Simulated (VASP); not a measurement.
Set up this calculation in VASP 6.6.1, as the native input.

```yaml
Task: single point
Functional: PBE
Potentials_or_basis: VASP PAW PBE potentials, release 64 (Si, O)
Cutoff: 520 eV
k_mesh: 6 × 6 × 6
Occupations: gaussian, width 0.02 eV
Spin: no spin polarisation
Dipole_correction: no
Further_INCAR_settings: ALGO = Normal; EDIFF = 1e-06; NBANDS = 25
```

The structure of SiO2 lies in POSCAR:

```
SiO2
1.0
   -2.5130984552      2.5130984552      3.6880568758
    2.5130984552     -2.5130984552      3.6880568758
    2.5130984552      2.5130984552     -3.6880568758
Si O
2 4
Direct
    0.0000000000      0.0000000000      0.0000000000
    0.7500000000      0.2500000000      0.5000000000
    0.3750000000      0.2171952732      0.3421952732
    0.7828047268      0.1250000000      0.1578047268
    0.8750000000      0.0328047268      0.6578047268
    0.9671952732      0.6250000000      0.8421952732
```

One way to write it, as run:

INCAR

```
ALGO     = Normal         # electronic algorithm
EDIFF    = 1E-6           # SCF threshold, eV
ENCUT    = 520            # plane-wave cutoff, eV
GGA      = PE             # functional
ISIF     = 2              # what is computed and relaxed
ISMEAR   = 0              # smearing method
LASPH    = True           # aspherical terms in the spheres
LCHARG   = False          # write CHGCAR
LREAL    = False          # projectors in reciprocal space
LWAVE    = False          # write WAVECAR
NBANDS   = 25             # bands
NELM     = 60             # most SCF steps
PREC     = Accurate       # precision mode
SIGMA    = 0.02           # smearing width, eV
```

KPOINTS

```
k-points
0
Gamma
  6 6 6
```

Potentials or basis: VASP PAW PBE potentials, release 64 (Si, O).

Launch:

```console
$ cat potpaw_PBE.64/Si/POTCAR potpaw_PBE.64/O/POTCAR > POTCAR
$ mpirun -np 1 vasp_std > vasp.out
```

It gave:

```yaml
Pressure: 0.1 GPa
Largest_force: 0.004 eV/Å
Band_gap_on_the_k_mesh: 5.73 eV
```

It took 96 s on 1 thread of Intel(R) Xeon(R) Platinum 8175M CPU @ 2.50GHz (Skylake/Cascade Lake) (shared host), peak memory 0.24 GiB.
